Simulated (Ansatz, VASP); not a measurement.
# Two plane-wave programs on SnSe

```
CELL_PARAMETERS angstrom
4.23205 0.00000 0.00000
0.00000 4.23205 0.00000
0.00000 0.00000 10.98448
ATOMIC_POSITIONS crystal
Sn 0.50000 0.00000 0.37812
Sn 0.00000 0.50000 0.62188
Se 0.50000 0.00000 0.62309
Se 0.00000 0.50000 0.37691
```

Alike in both runs: task single point; functional r2SCAN; k mesh 6 × 6 × 4; occupations gaussian, width 0.02 eV; no spin polarisation.

|  | VASP | Ansatz |
| --- | --- | --- |
| version | VASP 6.6.1 | Ansatz 0.2.0 |
| potentials or method | VASP PAW PBE potentials, release 64 (Sn_d, Se), cutoff 550 eV | scalar-relativistic, plane waves, PAW |
| valence electrons in the cell | 40 | 60 |

|  | VASP | Ansatz | Ansatz less VASP |
| --- | --- | --- | --- |
| gap on the k mesh at the Fermi level (eV) | 1.72 | 1.72 | +0.002 |
| least direct gap on the mesh (eV) | 1.74 | 1.75 | 0.000 |
| rms of the force components (eV/Å) | 0.067 | 0.065 | -0.0014 |

VASP's potentials were made for PBE, not for r2SCAN. Atom by atom the forces differ by 0.009 eV/Å (rms over components). VASP's potentials hold 40 valence electrons a cell and Ansatz's 60, so a difference there can come from the potentials and not from the codes.
